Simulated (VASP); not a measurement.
AlP, 2 atoms in the cell. Symmetry: F-43m, No. 216, cubic system. Conventional cell: a = 5.588 Å, b = 5.588 Å, c = 5.588 Å, α = 90.00°, β = 90.00°, γ = 90.00°. Al (site symmetry -43m) has 4 P at 2.42 Å within 3.2 Å. Within 3.2 Å of P (site symmetry -43m) lie 4 Al at 2.42 Å.  This cell differs from its parent crystal: strain +2.0%.

- Program: VASP 6.6.1
- Task: single point
- Functional: PBE
- Potentials or basis: VASP PAW PBE potentials, release 64 (Al, P)
- Cutoff: 500 eV
- k mesh: 4 × 4 × 4
- Occupations: gaussian, width 0.01 eV
- Spin: no spin polarisation
- Dipole correction: no
- Further INCAR settings: ALGO = Normal; EDIFF = 1e-06; NBANDS = 11

Potentials or basis: VASP PAW PBE potentials, release 64 (Al, P).

The run is started by

```console
$ cat potpaw_PBE.64/Al/POTCAR potpaw_PBE.64/P/POTCAR > POTCAR
$ mpirun -np 1 vasp_std > vasp.out
```

Hardware: 1 thread of Intel Xeon 8259CL, with other jobs on the host.

Q: Estimate the wall time of this run.

A: Wall time 9.2 s on 1 thread of Intel Xeon 8259CL, with other jobs on the host, peak memory 0.15 GiB. Counts: scf iterations 13, k points 8.
